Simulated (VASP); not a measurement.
Write the native input for VASP 6.6.1 that does the following.

```
Task                   : single point
Functional             : LDA
Potentials or basis    : VASP PAW LDA potentials, release 64 (Sn_d, O)
Cutoff                 : 520 eV
k mesh                 : 4 × 4 × 6
Occupations            : gaussian, width 0.1 eV
Spin                   : no spin polarisation
Dipole correction      : no
Further INCAR settings : ALGO = Normal; EDIFF = 1e-07; NBANDS = 35
```

The structure of SnO2 (kl) lies in POSCAR:

```
SnO2
1.0
    4.7135083580      0.0000000000      0.0000000000
    0.0000000000      4.7366820121      0.0000000000
    0.0000000000      0.0000000000      3.1866224517
Sn O
2 4
Direct
    0.5000000000      0.5000000000      0.5000000000
    0.0000000000      0.0000000000      0.0000000000
    0.3040913181      0.3081008508      0.0000000000
    0.8040913181      0.1918991492      0.5000000000
    0.1959086819      0.8081008508      0.5000000000
    0.6959086819      0.6918991492      0.0000000000
```

One way to write it, as run:

INCAR

```
PREC     = Accurate       # precision mode
ENCUT    = 520            # plane-wave cutoff, eV
EDIFF    = 1E-7           # SCF threshold, eV
ISMEAR   = 0              # smearing method
SIGMA    = 0.1            # smearing width, eV
LREAL    = F              # projectors in reciprocal space
LASPH    = T              # aspherical terms in the spheres
NELM     = 80             # most SCF steps
ALGO     = Normal         # electronic algorithm
ISIF     = 2              # what is computed and relaxed
LWAVE    = F              # write WAVECAR
LCHARG   = F              # write CHGCAR
GGA      = CA             # functional
NBANDS   = 35             # bands
```

KPOINTS

```
Automatic mesh
0
Gamma
  4 4 6
```

Potentials or basis: VASP PAW LDA potentials, release 64 (Sn_d, O).

The run is started by

```bash
$ cat potpaw_LDA.64/Sn_d/POTCAR potpaw_LDA.64/O/POTCAR > POTCAR
$ mpirun -np 1 vasp_std > vasp.out
```

It gave:

```
Pressure               : 1.1 GPa
Largest force          : 0.034 eV/Å
Band gap on the k mesh : 1.20 eV, direct
```

Caveat: spin-orbit coupling is left out, which moves the levels of the heavy elements.

Run time: 82 s on 1 thread of AMD EPYC 7R13 Processor (Zen 3), on a shared host, peak memory 0.17 GiB.
